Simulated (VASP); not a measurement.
# MgB2 (P6/mmm) in VASP: a series of runs, part 2 of 2

VASP 6.6.1. Earlier steps stand in the parts before.

## 4. Electric field gradients, PBE (volume scaled by 1.01)

The input, INCAR:

```
PREC = Accurate ; ENCUT = 520
EDIFF = 1E-8 ; ISMEAR = -1
SIGMA = 0.05 ; LREAL = False
LASPH = True ; NELM = 100
ALGO = Normal ; ISIF = 2
LWAVE = False ; LCHARG = False
GGA = PE ; LEFG = True
NBANDS = 11
```

The input, KPOINTS:

```
regular mesh
0
Gamma
  12 12 9
```

The input, POSCAR:

```
MgB2
1.0
    3.0952499526      0.0000000000      0.0000000000
   -1.5476249763      2.6805650900      0.0000000000
    0.0000000000      0.0000000000      3.5347044049
Mg B
1 2
Direct
    0.0000000000      0.0000000000      0.0000000000
    0.3333333333      0.6666666667      0.5000000000
    0.6666666667      0.3333333333      0.5000000000
```

Potentials or basis: VASP PAW PBE potentials, release 64 (Mg, B).

Started as:

```sh
cat potpaw_PBE.64/Mg/POTCAR potpaw_PBE.64/B/POTCAR > POTCAR
mpirun -np 1 vasp_std > vasp.out
```

OUTCAR:

```text
PREC = Accurate
   ENCUT = 520
   EDIFF = 1E-8
   ISMEAR = -1
   LREAL = False
   LASPH = True
   NELM = 100
   ISIF = 2
   GGA = PE

 ion  position               nearest neighbor table
   1  0.000  0.000  0.000-   2 2.51   3 2.51   2 2.51   3 2.51   2 2.51   2 2.51   3 2.51   3 2.51
                             3 2.51   3 2.51   2 2.51   2 2.51
   2  0.333  0.667  0.500-   3 1.79   3 1.79   3 1.79   1 2.51   1 2.51   1 2.51   1 2.51   1 2.51
                             1 2.51
   3  0.667  0.333  0.500-   2 1.79   2 1.79   2 1.79   1 2.51   1 2.51   1 2.51   1 2.51   1 2.51
                             1 2.51

  LATTYP: Found a hexagonal cell.
 ALAT       =     3.0952499526
 C/A-ratio  =     1.1419770484

  Lattice vectors:

 A1 = (   3.0952499526,   0.0000000000,   0.0000000000)
 A2 = (  -1.5476249763,   2.6805650900,   0.0000000000)
 A3 = (   0.0000000000,   0.0000000000,   3.5347044049)

Analysis of symmetry for initial positions (statically):
=====================================================================
 Subroutine PRICEL returns:
 Original cell was already a primitive cell.

 Routine SETGRP: Setting up the symmetry group for a
 hexagonal supercell.

 Subroutine GETGRP returns: Found 24 space group operations
 (whereof 24 operations were pure point group operations)
 out of a pool of 24 trial point group operations.

The static configuration has the point symmetry D_6h.

Analysis of symmetry for dynamics (positions and initial velocities):
=====================================================================
 Subroutine PRICEL returns:
 Original cell was already a primitive cell.

 Routine SETGRP: Setting up the symmetry group for a
 hexagonal supercell.

 Subroutine GETGRP returns: Found 24 space group operations
 (whereof 24 operations were pure point group operations)
 out of a pool of 24 trial point group operations.

The dynamic configuration has the point symmetry D_6h.

 Subroutine INISYM returns: Found 24 space group operations
 (whereof 24 operations are pure point group operations),
 and found     1 'primitive' translations

----------------------------------------------------------------------------------------

                                     Primitive cell

  volume of cell :      29.3275

  direct lattice vectors                    reciprocal lattice vectors
     3.095249953  0.000000000  0.000000000     0.323075685  0.186527834  0.000000000
    -1.547624976  2.680565090  0.000000000     0.000000000  0.373055668  0.000000000
     0.000000000  0.000000000  3.534704405     0.000000000  0.000000000  0.282909088

  length of vectors
     3.095249953  3.095249953  3.534704405     0.373055668  0.373055668  0.282909088

  position of ions in fractional coordinates (direct lattice)
     0.000000000  0.000000000  0.000000000
     0.333333333  0.666666667  0.500000000
     0.666666667  0.333333333  0.500000000

  ion indices of the primitive-cell ions
   primitive index   ion index
                 1           1
                 2           2
                 3           3

[... 88 lines left out ...]
   IALGO  =     38    algorithm
   IMIX   =      4    mixing-type and parameters
     AMIX     =   0.40;   BMIX     =  1.00
     AMIX_MAG =   1.60;   BMIX_MAG =  1.00
  volume/ion in A,a.u.               =       9.78        65.97
  Fermi-wavevector in a.u.,A,eV,Ry     =   1.061728  2.006374 15.337378  1.127265
  Thomas-Fermi vector in A             =   2.197154
   LORBIT       =      0    0 simple, 1 ext, 2 COOP (PROOUT), +10 PAW based schemes
   GGA     = PE    functional components
   LHFCALC =     F    Hartree Fock is set to
   AEXX    =    0.0000 exact exchange contribution
   IVDW    =     0    specifies the selected vdW correction
   LEPSILON=     F    determine dielectric tensor
   LRPA    =     F    only Hartree local field effects (RPA)
 non-spin polarized calculation
  energy-cutoff  :      520.00
  volume of cell :       29.33
 maximum number of plane-waves:       806
 NGX is ok and might be reduce to    24
   NGX = 11   NGY = 11   NGZ = 13

 number of electron       8.0000000 magnetization

 Free energy of the ion-electron system (eV)
  ---------------------------------------------------
  ext. energy  EPLUGINS =         0.00000000
  ---------------------------------------------------
  free energy    TOTEN  =       -15.32416021 eV

  energy without entropy =      -15.31985869  energy(sigma->0) =      -15.32200945

 E-fermi :   5.1508     XC(G=0): -10.8737

 val. band max:        5.1505286707   @ k =   0.4167   0.1667   0.1111
 cond. band min:       5.2068574825   @ k =   0.2500   0.2500   0.4444
 fundamental gap:      0.0563288118
 Fermi energy:         5.1507889469

 k-point     1 :       0.0000    0.0000    0.0000
  band No.  band energies     occupation
      1      -7.1687      2.00000
      2       2.2743      2.00000
      3       5.5333      0.00095
      4       5.5333      0.00095
      5       6.8233      0.00000
      6      11.4397      0.00000
      7      11.4397      0.00000
      8      13.1513      0.00000
      9      15.0266      0.00000
     10      17.7328      0.00000
     11      21.2478      0.00000
[... 309 lines left out ...]
 k-point    24 :       0.3333    0.0000    0.1111
  band No.  band energies     occupation
      1      -5.1876      2.00000
      2       0.1804      2.00000
      3       3.3349      2.00000
      4       3.4966      2.00000
      5       8.9650      0.00000
      6       9.7905      0.00000
      7      10.5124      0.00000
      8      14.5337      0.00000
      9      16.9680      0.00000
     10      17.7607      0.00000
     11      17.9072      0.00000

 [... further k-points ...]
[... 5 lines left out ...]
  --------------------------------------------------------------------------------------
  -------------------------------------------------------------------------------------
  Total       -0.5632663     -0.5632663     -0.3817944      0.0000000     -0.0000000      0.0000000
  in kB      -30.7715379    -30.7715379    -20.8576298      0.0000000     -0.0000000      0.0000000
  external PRESSURE =     -27.4669019 kB  Pullay stress =       0.0000000 kB

 VOLUME and BASIS-vectors are now :
 -----------------------------------------------------------------------------
  energy-cutoff  :      520.00
  volume of cell :       29.33
      direct lattice vectors                 reciprocal lattice vectors
     3.095249953  0.000000000  0.000000000     0.323075685  0.186527834  0.000000000
    -1.547624976  2.680565090  0.000000000     0.000000000  0.373055668  0.000000000
     0.000000000  0.000000000  3.534704405     0.000000000  0.000000000  0.282909088

 POSITION                                       TOTAL-FORCE (eV/Angst)
 -----------------------------------------------------------------------------------
      0.00000      0.00000      0.00000        -0.000000      0.000000      0.000000
     -0.00000      1.78704      1.76735        -0.000000     -0.000000      0.000000
      1.54762      0.89352      1.76735         0.000000     -0.000000     -0.000000
 -----------------------------------------------------------------------------------
    total drift:                                0.000000     -0.000000      0.000000

  FREE ENERGIE OF THE ION-ELECTRON SYSTEM (eV)
  ---------------------------------------------------
  free  energy   TOTEN  =       -15.3241602054 eV

  energy  without entropy=      -15.3198586909  energy(sigma->0) =      -15.32200945

 Electric field gradients (V/A^2)
---------------------------------------------------------------------
 ion       V_xx      V_yy      V_zz      V_xy      V_xz      V_yz
---------------------------------------------------------------------
   1       0.072     0.072    -0.144    -0.000     0.000    -0.000
   2      -9.752    -9.752    19.504    -0.000     0.000     0.000
   3      -9.752    -9.752    19.504    -0.000     0.000     0.000
---------------------------------------------------------------------

 Electric field gradients after diagonalization (V/A^2)
 (convention: |V_zz| > |V_xx| > |V_yy|)
----------------------------------------------------------------------
 ion       V_xx      V_yy      V_zz     asymmetry (V_yy - V_xx)/ V_zz
----------------------------------------------------------------------
   1       0.072     0.072    -0.144       0.000
   2      -9.752    -9.752    19.504       0.000
   3      -9.752    -9.752    19.504       0.000
----------------------------------------------------------------------

           NMR quadrupolar parameters

 Cq : quadrupolar parameter    Cq=e*Q*V_zz/h
 eta: asymmetry parameters     (V_yy - V_xx)/ V_zz
 Q  : nuclear electric quadrupole moment in mb (millibarn)
----------------------------------------------------------------------
 ion       Cq(MHz)       eta       Q (mb)
----------------------------------------------------------------------
   1      -0.000       0.000       1.000
   2       0.047       0.000       1.000
   3       0.047       0.000       1.000
----------------------------------------------------------------------
```

OSZICAR:

```text
N       E                     dE             d eps       ncg     rms          rms(c)
DAV:   1     0.528774417619E+01    0.52877E+01   -0.38255E+03  2234   0.612E+02
DAV:   2    -0.163286201327E+02   -0.21616E+02   -0.20443E+02  2663   0.106E+02
DAV:   3    -0.169744082210E+02   -0.64579E+00   -0.64364E+00  2708   0.152E+01
DAV:   4    -0.169761442846E+02   -0.17361E-02   -0.17359E-02  2457   0.833E-01
DAV:   5    -0.169761509168E+02   -0.66322E-05   -0.66325E-05  2540   0.542E-02    0.517E+00
DAV:   6    -0.155659707284E+02    0.14102E+01   -0.17509E+00  2389   0.610E+00    0.249E+00
DAV:   7    -0.153308113288E+02    0.23516E+00   -0.97519E-01  2438   0.453E+00    0.761E-01
DAV:   8    -0.153349343163E+02   -0.41230E-02   -0.12459E-01  2329   0.185E+00    0.416E-01
DAV:   9    -0.153243374405E+02    0.10597E-01   -0.24591E-02  2312   0.716E-01    0.750E-02
DAV:  10    -0.153241687114E+02    0.16873E-03   -0.18131E-03  2539   0.231E-01    0.262E-02
DAV:  11    -0.153241603795E+02    0.83318E-05   -0.75850E-05  2341   0.533E-02    0.351E-03
DAV:  12    -0.153241602808E+02    0.98762E-07   -0.20020E-06  2378   0.770E-03    0.191E-03
DAV:  13    -0.153241602140E+02    0.66758E-07   -0.32112E-07  2444   0.315E-03    0.218E-04
DAV:  14    -0.153241602054E+02    0.86435E-08   -0.12167E-08  1962   0.688E-04
   1 F= -.15324160E+02 E0= -.15322009E+02  d E =-.430151E-02
```

stdout:

```text
POSCAR found type information on POSCAR MgB
 POSCAR found :  2 types and       3 ions
 scaLAPACK will be used
 LDA part: xc-table for (Slater+PW92), standard interpolation
 POSCAR, INCAR and KPOINTS ok, starting setup
 FFT: planning ... GRIDC
 FFT: planning ... GRID_SOFT
 FFT: planning ... GRID
 WAVECAR not read
 entering main loop
ion   1

ion   2

ion   3
```

It took 21 s on 1 thread of Intel Xeon Platinum 8259CL at 2.50GHz (Skylake/Cascade Lake), shared host; peak memory 0.16 GiB.

What came out:

```yaml
Free_energy: -15.3242 eV
Pressure: -2.7 GPa
Band_gap_on_the_k_mesh: zero (band 4 reaches 6.98 eV, above the bottom of band 5 at 3.29 eV)
```

Electric field gradients, principal values (V/Å²):
| atom | least | middle | greatest (by size) |
| --- | --- | --- | --- |
| 1 Mg | 0.072 | 0.072 | -0.144 |
| 2 B | -9.752 | -9.752 | 19.504 |
| 3 B | -9.752 | -9.752 | 19.504 |

Caveat: without QUAD_EFG the Cq values of the log hold for a quadrupole moment of 1 mb, not for the nuclei.

## 5. Electric field gradients, PBE (volume scaled by 1.04)

The input, INCAR:

```
SYSTEM = MgB2
PREC = Accurate
ENCUT = 520
EDIFF = 1E-8
ISMEAR = -1
SIGMA = 0.05
LREAL = .FALSE.
LASPH = .TRUE.
NELM = 100
ALGO = Normal
ISIF = 2
LWAVE = .FALSE.
LCHARG = .FALSE.
GGA = PE
LEFG = .TRUE.
NBANDS = 11
```

The input, KPOINTS:

```
Automatic mesh
0
G
  12 12 9
  0 0 0
```

The input, POSCAR:

```
MgB2
1.0
    3.1255974756      0.0000000000      0.0000000000
   -1.5627987378      2.7068468159      0.0000000000
    0.0000000000      0.0000000000      3.5693605797
Mg B
1 2
Direct
    0.0000000000      0.0000000000      0.0000000000
    0.3333333333      0.6666666667      0.5000000000
    0.6666666667      0.3333333333      0.5000000000
```

Potentials or basis: VASP PAW PBE potentials, release 64 (Mg, B).

Started as:

```sh
cat potpaw_PBE.64/Mg/POTCAR potpaw_PBE.64/B/POTCAR > POTCAR
mpirun -np 1 vasp_std > vasp.out
```

OUTCAR:

```text
SYSTEM = MgB2
   PREC = Accurate
   ENCUT = 520
   EDIFF = 1E-8
   ISMEAR = -1
   LREAL = .FALSE.
   LASPH = .TRUE.
   NELM = 100
   ISIF = 2
   GGA = PE

 ion  position               nearest neighbor table
   1  0.000  0.000  0.000-   2 2.54   3 2.54   2 2.54   3 2.54   3 2.54   3 2.54   2 2.54   2 2.54
                             3 2.54   3 2.54   2 2.54   2 2.54
   2  0.333  0.667  0.500-   3 1.80   3 1.80   3 1.80   1 2.54   1 2.54   1 2.54   1 2.54   1 2.54
                             1 2.54
   3  0.667  0.333  0.500-   2 1.80   2 1.80   2 1.80   1 2.54   1 2.54   1 2.54   1 2.54   1 2.54
                             1 2.54

  LATTYP: Found a hexagonal cell.
 ALAT       =     3.1255974756
 C/A-ratio  =     1.1419770484

  Lattice vectors:

 A1 = (   3.1255974756,   0.0000000000,   0.0000000000)
 A2 = (  -1.5627987378,   2.7068468159,   0.0000000000)
 A3 = (   0.0000000000,   0.0000000000,   3.5693605797)

Analysis of symmetry for initial positions (statically):
=====================================================================
 Subroutine PRICEL returns:
 Original cell was already a primitive cell.

 Routine SETGRP: Setting up the symmetry group for a
 hexagonal supercell.

 Subroutine GETGRP returns: Found 24 space group operations
 (whereof 24 operations were pure point group operations)
 out of a pool of 24 trial point group operations.

The static configuration has the point symmetry D_6h.

Analysis of symmetry for dynamics (positions and initial velocities):
=====================================================================
 Subroutine PRICEL returns:
 Original cell was already a primitive cell.

 Routine SETGRP: Setting up the symmetry group for a
[... 488 lines left out ...]
      2       0.0345      2.00000
      3       3.1694      2.00000
      4       3.3206      2.00000
      5       8.7066      0.00000
      6       9.4869      0.00000
      7      10.0901      0.00000
      8      14.1029      0.00000
      9      16.4926      0.00000
     10      17.2672      0.00000
     11      17.4739      0.00000

 [... further k-points ...]
[... 5 lines left out ...]
  --------------------------------------------------------------------------------------
  -------------------------------------------------------------------------------------
  Total       -1.4356706     -1.4356706     -0.9293064      0.0000000     -0.0000000     -0.0000000
  in kB      -76.1689973    -76.1689973    -49.3040235      0.0000000     -0.0000000     -0.0000000
  external PRESSURE =     -67.2140061 kB  Pullay stress =       0.0000000 kB

 VOLUME and BASIS-vectors are now :
 -----------------------------------------------------------------------------
  energy-cutoff  :      520.00
  volume of cell :       30.20
      direct lattice vectors                 reciprocal lattice vectors
     3.125597476  0.000000000  0.000000000     0.319938830  0.184716770  0.000000000
    -1.562798738  2.706846816  0.000000000     0.000000000  0.369433539  0.000000000
     0.000000000  0.000000000  3.569360580     0.000000000  0.000000000  0.280162224

 POSITION                                       TOTAL-FORCE (eV/Angst)
 -----------------------------------------------------------------------------------
      0.00000      0.00000      0.00000         0.000000     -0.000000      0.000000
     -0.00000      1.80456      1.78468        -0.000000      0.000000      0.000000
      1.56280      0.90228      1.78468         0.000000     -0.000000      0.000000
 -----------------------------------------------------------------------------------
    total drift:                                0.000000     -0.000000      0.000000

  FREE ENERGIE OF THE ION-ELECTRON SYSTEM (eV)
  ---------------------------------------------------
  free  energy   TOTEN  =       -15.2984672608 eV

  energy  without entropy=      -15.2941542904  energy(sigma->0) =      -15.29631078

 Electric field gradients (V/A^2)
---------------------------------------------------------------------
 ion       V_xx      V_yy      V_zz      V_xy      V_xz      V_yz
---------------------------------------------------------------------
   1       0.055     0.055    -0.109    -0.000     0.000    -0.000
   2      -9.654    -9.654    19.308    -0.000     0.000    -0.000
   3      -9.654    -9.654    19.308    -0.000     0.000     0.000
---------------------------------------------------------------------

 Electric field gradients after diagonalization (V/A^2)
 (convention: |V_zz| > |V_xx| > |V_yy|)
----------------------------------------------------------------------
 ion       V_xx      V_yy      V_zz     asymmetry (V_yy - V_xx)/ V_zz
----------------------------------------------------------------------
   1       0.055     0.055    -0.109       0.000
   2      -9.654    -9.654    19.308       0.000
   3      -9.654    -9.654    19.308       0.000
----------------------------------------------------------------------

           NMR quadrupolar parameters

 Cq : quadrupolar parameter    Cq=e*Q*V_zz/h
 eta: asymmetry parameters     (V_yy - V_xx)/ V_zz
 Q  : nuclear electric quadrupole moment in mb (millibarn)
----------------------------------------------------------------------
 ion       Cq(MHz)       eta       Q (mb)
----------------------------------------------------------------------
   1      -0.000       0.000       1.000
   2       0.047       0.000       1.000
   3       0.047       0.000       1.000
----------------------------------------------------------------------
```

OSZICAR:

```text
N       E                     dE             d eps       ncg     rms          rms(c)
DAV:   1     0.456466851915E+01    0.45647E+01   -0.37293E+03  2202   0.607E+02
DAV:   2    -0.163151298609E+02   -0.20880E+02   -0.19832E+02  2771   0.105E+02
DAV:   3    -0.168894027302E+02   -0.57427E+00   -0.57174E+00  2726   0.145E+01
DAV:   4    -0.168909449888E+02   -0.15423E-02   -0.15421E-02  2461   0.812E-01
DAV:   5    -0.168909512908E+02   -0.63020E-05   -0.63020E-05  2530   0.531E-02    0.504E+00
DAV:   6    -0.155316792205E+02    0.13593E+01   -0.17004E+00  2398   0.593E+00    0.243E+00
DAV:   7    -0.153051224759E+02    0.22656E+00   -0.95382E-01  2440   0.443E+00    0.744E-01
DAV:   8    -0.153089805333E+02   -0.38581E-02   -0.12364E-01  2325   0.182E+00    0.413E-01
DAV:   9    -0.152986173344E+02    0.10363E-01   -0.24511E-02  2306   0.708E-01    0.733E-02
DAV:  10    -0.152984752538E+02    0.14208E-03   -0.17211E-03  2572   0.226E-01    0.261E-02
DAV:  11    -0.152984674766E+02    0.77772E-05   -0.72682E-05  2358   0.513E-02    0.363E-03
DAV:  12    -0.152984673147E+02    0.16184E-06   -0.19821E-06  2392   0.764E-03    0.183E-03
DAV:  13    -0.152984672703E+02    0.44468E-07   -0.25420E-07  2441   0.290E-03    0.264E-04
DAV:  14    -0.152984672608E+02    0.94229E-08   -0.13460E-08  2003   0.672E-04
   1 F= -.15298467E+02 E0= -.15296311E+02  d E =-.431297E-02
```

stdout:

```text
POSCAR found type information on POSCAR MgB
 POSCAR found :  2 types and       3 ions
 scaLAPACK will be used
 LDA part: xc-table for (Slater+PW92), standard interpolation
 POSCAR, INCAR and KPOINTS ok, starting setup
 FFT: planning ... GRIDC
 FFT: planning ... GRID_SOFT
 FFT: planning ... GRID
 WAVECAR not read
 entering main loop
ion   1

ion   2

ion   3
```

Run time: 26 s. Hardware: 1 thread of Intel Xeon Platinum 8259CL at 2.50GHz (Skylake/Cascade Lake), shared host; peak memory 0.16 GiB.

What came out:

```
Free energy            : -15.2985 eV
Pressure               : -6.7 GPa
Band gap on the k mesh : zero (band 4 reaches 6.75 eV, above the bottom of band 5 at 3.14 eV)
```

Electric field gradients, principal values (V/Å²):
```csv
atom,least,middle,greatest (by size)
1 Mg,0.055,0.055,-0.109
2 B,-9.654,-9.654,19.308
3 B,-9.654,-9.654,19.308
```

Caveat: without QUAD_EFG the Cq values of the log hold for a quadrupole moment of 1 mb, not for the nuclei.

## 6. Summary

```csv
cell,gap on the mesh (eV),pressure (GPa)
"a = 3.064, b = 3.064, c = 3.499 Å, angles 90.0, 90.0, 120.0°, 3 atoms",none,1.8
"a = 3.095, b = 3.095, c = 3.535 Å, angles 90.0, 90.0, 120.0°, 3 atoms",none,-2.7
"a = 3.126, b = 3.126, c = 3.569 Å, angles 90.0, 90.0, 120.0°, 3 atoms",none,-6.7
```

Alike in all rows: task electric field gradients; level PBE; potentials or basis VASP PAW PBE potentials, release 64 (Mg, B); no spin polarisation; k mesh 12 × 12 × 9; cutoff (eV) 520; smearing fermi-dirac 0.05 eV.

Absolute energies hang on the potentials; compare differences alone.
